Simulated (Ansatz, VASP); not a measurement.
# AgCl in VASP and in Ansatz

```
Ag Cl
1.0
     0.00000    2.91184    2.91184
     2.91184    0.00000    2.91184
     2.91184    2.91184    0.00000
Ag Cl
1 1
Direct
  0.00000 0.00000 0.00000
  0.50000 0.50000 0.50000
```

Change from the starting cell: hydrostatic strain +5.0%.

Alike in both runs: task single point; functional HSE06; k mesh 6 × 6 × 6; no spin polarisation.

|  | VASP | Ansatz |
| --- | --- | --- |
| version | VASP 6.6.1 | Ansatz 0.2.0 |
| potentials or method | VASP PAW PBE potentials, release 64 (Ag, Cl) | plane waves, PAW |
| plane-wave cutoff (eV) | 520 | 420 |
| occupations | gaussian, width 0.01 eV | fixed |
| valence electrons in the cell | 18 | 26 |

|  | VASP | Ansatz | Ansatz less VASP |
| --- | --- | --- | --- |
| gap on the k mesh at the Fermi level (eV) | 2.48 | 2.50 | +0.020 |
| pressure (GPa) | -3.8 | -3.6 | +0.19 |

VASP's potentials hold 18 valence electrons a cell and Ansatz's 26, so a difference there can come from the potentials and not from the codes. Ansatz's warnings: stress exchange threshold loose, stress scf threshold loose.
